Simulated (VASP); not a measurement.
Wanted: the native input for a VASP 6.6.1 run.

```yaml
Task: single point
Functional: PBE
Potentials_or_basis: VASP PAW PBE potentials, release 64 (Zn, Se)
Cutoff: 520 eV
k_mesh: 6 × 6 × 6
Occupations: gaussian, width 0.01 eV
Spin: no spin polarisation
Dipole_correction: no
Further_INCAR_settings: ALGO = Normal; EDIFF = 1e-06; NBANDS = 16
```

The structure of ZnSe (Stilleite) lies in POSCAR:

```
ZnSe
1.0
    0.0000000000      2.8659201408      2.8659201408
    2.8659201408      0.0000000000      2.8659201408
    2.8659201408      2.8659201408      0.0000000000
Zn Se
1 1
Direct
    0.0000000000      0.0000000000      0.0000000000
    0.2500000000      0.2500000000      0.2500000000
```

The input as run:

INCAR

```
SYSTEM = ZnSe
ALGO = Normal
EDIFF = 1E-6
ENCUT = 520
GGA = PE
ISIF = 2
ISMEAR = 0
LASPH = .True.
LCHARG = .False.
LREAL = .False.
LWAVE = .False.
NBANDS = 16
NELM = 100
PREC = Accurate
SIGMA = 0.01
```

KPOINTS

```
k-points
0
Gamma
  6 6 6
  0 0 0
```

Potentials or basis: VASP PAW PBE potentials, release 64 (Zn, Se).

Launch:

```sh
$ cat potpaw_PBE.64/Zn/POTCAR potpaw_PBE.64/Se/POTCAR > POTCAR
$ mpirun -np 1 vasp_std > vasp.out
```

Results of the run:

The pressure is 0.3 GPa. The band gap on the k mesh is 1.15 eV, direct.

It took 12 s on 1 thread of Intel Xeon 6975P-C, with other jobs on the host, peak memory 0.17 GiB.
